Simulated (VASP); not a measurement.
Set up this calculation in VASP 6.6.1, as the native input.

| Item | Value |
| --- | --- |
| Task | single point |
| Functional | PBE |
| Potentials or basis | VASP PAW PBE potentials, release 64 (Tl_d) |
| Cutoff | 400 eV |
| k mesh | 6 × 6 × 6 |
| Occupations | gaussian, width 0.1 eV |
| Spin | no spin polarisation |
| Dipole correction | no |
| Further INCAR settings | ALGO = Normal; EDIFF = 1e-06; NBANDS = 12 |

The structure of Tl lies in POSCAR:

```
Tl
1.0
    4.0873575233      0.0000000000      0.0000000000
    0.0000000000      4.0873575233      0.0000000000
    0.0000000000      0.0000000000      4.0873575233
Tl
1
Direct
    0.5000000000      0.5000000000      0.5000000000
```

One way to write it, as run:

INCAR

```
PREC = Accurate
ENCUT = 400
EDIFF = 1E-6
ISMEAR = 0
SIGMA = 0.1
LREAL = F
LASPH = T
NELM = 120
ALGO = Normal
ISIF = 2
LWAVE = F
LCHARG = F
GGA = PE
NBANDS = 12
GGA_COMPAT = F
```

KPOINTS

```
regular mesh
0
Gamma
  6 6 6
```

Potentials or basis: VASP PAW PBE potentials, release 64 (Tl_d).

Launch:

```sh
$ cat potpaw_PBE.64/Tl_d/POTCAR > POTCAR
$ mpirun -np 1 vasp_std > vasp.out
```

It gave:

```
Pressure : -2.6 GPa
```

Run time: 5.3 s on 1 thread of AMD EPYC 9R45 96-Core Processor (Zen 5) (shared host), peak memory 0.12 GiB.
